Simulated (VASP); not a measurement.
Write the native input for VASP 6.6.1 that does the following.

```yaml
Task: single point
Functional: PBEsol
Potentials_or_basis: VASP PAW PBE potentials, release 64 (Nb_sv)
Cutoff: 520 eV
k_mesh: 16 × 16 × 16
Occupations: fermi-dirac, width 0.1 eV
Spin: no spin polarisation
Dipole_correction: no
Further_INCAR_settings: ALGO = Normal; EDIFF = 1e-07; NBANDS = 12
```

The structure of Nb lies in POSCAR:

```
Nb
1.0
   -1.4930579924      1.4930579924      1.4930579924
    1.4930579924     -1.4930579924      1.4930579924
    1.4930579924      1.4930579924     -1.4930579924
Nb
1
Direct
    0.0000000000      0.0000000000      0.0000000000
```

This cell differs from its parent crystal: volume scaled by 0.76.

These files were run (other wordings do the same):

INCAR

```
  PREC = Accurate
  ENCUT = 520
  EDIFF = 1E-7
  ISMEAR = -1
  SIGMA = 0.1
  LREAL = False
  LASPH = True
  NELM = 80
  ALGO = Normal
  ISIF = 2
  LWAVE = False
  LCHARG = True
  GGA = PS
  LELF = True
  LVHAR = True
  NBANDS = 12
```

KPOINTS

```
regular mesh
0
Gamma
  16 16 16
```

Potentials or basis: VASP PAW PBE potentials, release 64 (Nb_sv).

Run with:

```sh
$ cat potpaw_PBE.64/Nb_sv/POTCAR > POTCAR
$ mpirun -np 1 vasp_std > vasp.out
```

Results of the run:

The pressure is 81.3 GPa.

Caveat: the PAW data sets were made with another functional, which shifts forces and pressure a little.

It took 44 s on 1 thread of Intel Xeon 6975P-C (shared host), peak memory 0.14 GiB.
